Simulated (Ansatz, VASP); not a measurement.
BiTe: VASP beside Ansatz

```
Bi Te
1.0
     0.00000    3.23500    3.23500
     3.23500    0.00000    3.23500
     3.23500    3.23500    0.00000
Bi Te
1 1
Direct
  0.00000 0.00000 0.00000
  0.50000 0.50000 0.50000
```

Alike in both runs: functional PBEsol-based screened hybrid; k mesh 4 × 4 × 4; occupations fermi-dirac, width 0.05 eV; no spin polarisation.

```csv
,VASP,Ansatz
version,VASP 6.6.1,Ansatz 0.2.0
potentials or method,"VASP PAW PBE potentials, release 64 (Bi_d, Te)",Ansatz PAW
plane-wave cutoff (eV),520,420
valence electrons in the cell,21,31
task,single point,band structure
```

|  | VASP | Ansatz | Ansatz less VASP |
| --- | --- | --- | --- |
| gap on the k mesh at the Fermi level (eV) | none | none | - |
| pressure (GPa) | -3.0 | -2.8 | +0.24 |

VASP's potentials were made for PBE, not for PBEsol-based screened hybrid. A gap of «none» marks a metal or a gap that the smearing closes. VASP's potentials hold 21 valence electrons a cell and Ansatz's 31, so a difference there can come from the potentials and not from the codes.

The k mesh is coarse, so the values compare programs but aren't converged. Spin-orbit coupling is off throughout.
